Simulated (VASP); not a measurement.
Au, 1 atom in the cell. It takes space group Fm-3m (No. 225, cubic). Conventional cell: a = 4.124 Å, b = 4.124 Å, c = 4.124 Å, α = 90.00°, β = 90.00°, γ = 90.00°. Au (site symmetry m-3m) has 12 Au at 2.92 Å within 3.8 Å. 

| Item | Value |
| --- | --- |
| Program | VASP 6.6.1 |
| Task | single point |
| Functional | PBE |
| Potentials or basis | VASP PAW PBE potentials, release 64 (Au) |
| Cutoff | 500 eV |
| k mesh | 11 × 11 × 11 |
| Occupations | methfessel-paxton, width 0.01 eV |
| Spin | no spin polarisation |
| Dipole correction | no |
| Further INCAR settings | ALGO = Normal; EDIFF = 1e-06; NBANDS = 12 |

Potentials or basis: VASP PAW PBE potentials, release 64 (Au).

Launch:

```console
$ cat potpaw_PBE.64/Au/POTCAR > POTCAR
$ mpirun -np 1 vasp_std > vasp.out
```

Hardware: 1 thread of Intel(R) Xeon(R) 6975P-C (Granite Rapids), with other jobs on the host.

Q: Estimate the wall time of this run.

A: It took 8.6 s on 1 thread of Intel(R) Xeon(R) 6975P-C (Granite Rapids) (shared host), peak memory 0.14 GiB. Counts: scf iterations 11, k points 56.
